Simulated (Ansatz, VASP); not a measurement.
# Mn2ZnAs2: VASP beside Ansatz

File INCAR:

```
  ALGO = Normal
  EDIFF = 1E-6
  ENCUT = 520
  GGA = CA
  ISIF = 2
  ISMEAR = 0
  LASPH = T
  LCHARG = T
  LELF = T
  LREAL = F
  LVHAR = T
  LWAVE = F
  NBANDS = 32
  NELM = 60
  PREC = Accurate
  SIGMA = 0.059
```

File KPOINTS:

```
k-points
0
Gamma
  5 5 3
```

The input POSCAR:

```
Mn2ZnAs2
1.0
    4.1552510000      0.0000000000      0.0000000000
   -2.0776250000      3.5985540000      0.0000000000
    0.0000000000      0.0000000000      6.6621870000
Mn As Zn
2 2 1
Direct
    0.3333000000      0.6667000000      0.3694400000
    0.6667000000      0.3333000000      0.6305600000
    0.3333000000      0.6667000000      0.7679300000
    0.6667000000      0.3333000000      0.2320700000
    0.0000000000      0.0000000000      0.0000000000
```

Input for Ansatz:

```yaml
crystal:
  lattice:
    - [4.155251, 0.0, 0.0]
    - [-2.077625, 3.598554, 0.0]
    - [0.0, 0.0, 6.662187]
  atoms:
    - { symbol: Mn, position: [0.3333, 0.6667, 0.36944] }
    - { symbol: Mn, position: [0.6667, 0.3333, 0.63056] }
    - { symbol: As, position: [0.3333, 0.6667, 0.76793] }
    - { symbol: As, position: [0.6667, 0.3333, 0.23207] }
    - { symbol: Zn, position: [0.0, 0.0, 0.0] }
  symmetry: { tolerance: 0.0003 }
kpoints:
  mp_grid: { grid: [5, 5, 3], shift: [0, 0, 0] }
magnetization:
  spin_polarized: false
scf:
  occupations: { method: gaussian, width: 0.059 }
hamiltonian:
  pseudopotentials: { kind: paw }
  xc: lda
basis:
  ecutwfc: 420
  ecutrho_ratio: 6
output:
  forces: true
  stress: true
  eigenvalues: true
```

Alike in both runs: task single point; functional LDA; k mesh 5 × 5 × 3; occupations gaussian, width 0.059 eV; no spin polarisation.

|  | VASP | Ansatz |
| --- | --- | --- |
| version | VASP 6.6.1 | Ansatz 0.2.0 |
| potentials or method | VASP PAW LDA potentials, release 64 (Mn_pv, As, Zn), cutoff 520 eV | PAW plane waves |
| valence electrons in the cell | 48 | 72 |

```csv
,VASP,Ansatz,Ansatz less VASP
gap on the k mesh at the Fermi level (eV),none,none,-
pressure (GPa),-23.0,-23.2,-0.20
"traceless stress, the component that is largest in VASP (GPa)",-1.79,-1.78,+0.005
rms of the force components (eV/Å),0.888,0.895,+0.0063
```

LDA's correlation is that of Perdew and Zunger in VASP and of Perdew and Wang (1992) in Ansatz. Atom by atom the forces differ by 0.007 eV/Å (rms over components). A gap of «none» marks a metal or a gap that the smearing closes. VASP's potentials hold 48 valence electrons a cell and Ansatz's 72, so a difference there can come from the potentials and not from the codes. Ansatz's warnings: structure snapped to symmetry.
